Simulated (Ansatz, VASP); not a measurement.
## SnO in VASP and in Ansatz

The input INCAR:

```
SYSTEM = SnO
PREC = Accurate ; ENCUT = 520
EDIFF = 1E-6 ; ISMEAR = 0
SIGMA = 0.05 ; LREAL = .False.
LASPH = .True. ; NELM = 80
ALGO = Normal ; ISIF = 2
LWAVE = .False. ; LCHARG = .False.
GGA = PE ; NBANDS = 28
```

Contents of KPOINTS:

```
Automatic mesh
0
Gamma
  10 10 8
  0 0 0
```

Contents of POSCAR:

```
SnO
1.0
    3.8681707514      0.0000000000      0.0000000000
    0.0000000000      3.8681707514      0.0000000000
    0.0000000000      0.0000000000      4.9912677446
Sn O
2 2
Direct
    0.0000000000      0.5000000000      0.2287361932
    0.5000000000      0.0000000000      0.7712638068
    0.0000000000      0.0000000000      0.0000000000
    0.5000000000      0.5000000000      0.0000000000
```

Input for Ansatz:

```yaml
crystal:
  lattice:
    - [3.8681707514, 0.0, 0.0]
    - [0.0, 3.8681707514, 0.0]
    - [0.0, 0.0, 4.9912677446]
  atoms:
    - { symbol: Sn, position: [0.0, 0.5, 0.2287361932] }
    - { symbol: Sn, position: [0.5, 0.0, 0.7712638068] }
    - { symbol: O, position: [0.0, 0.0, 0.0] }
    - { symbol: O, position: [0.5, 0.5, 0.0] }
basis:
  ecutwfc: 420
kpoints:
  mp_grid: { grid: [10, 10, 8] }
hamiltonian:
  xc: pbe
scf:
  occupations: { method: gaussian, width: 0.05 }
output:
  forces: true
  stress: true
  eigenvalues: true
```

Change from the starting cell: strain +0.000 along x and y, -0.015 along z, atoms carried along.

Alike in both runs: task single point; functional PBE; k mesh 10 × 10 × 8; occupations gaussian, width 0.05 eV; no spin polarisation.

```csv
,VASP,Ansatz
version,VASP 6.6.1,Ansatz 0.2.0
potentials or method,"VASP PAW PBE potentials, release 64 (Sn_d, O), cutoff 520 eV","scalar-relativistic, plane waves, PAW"
valence electrons in the cell,40,40
```

|  | VASP | Ansatz | Ansatz less VASP |
| --- | --- | --- | --- |
| gap on the k mesh at the Fermi level (eV) | 0.50 | 0.49 | -0.008 |
| least direct gap on the mesh (eV) | 1.93 | 1.96 | +0.029 |
| pressure (GPa) | 1.3 | 1.1 | -0.20 |
| traceless stress, the component that is largest in VASP (GPa) | 0.44 | 0.43 | -0.010 |
| rms of the force components (eV/Å) | 0.142 | 0.109 | -0.0324 |

Atom by atom the forces differ by 0.032 eV/Å (rms over components). With one functional, cell and mesh, what is left measures potentials, basis and numerics.
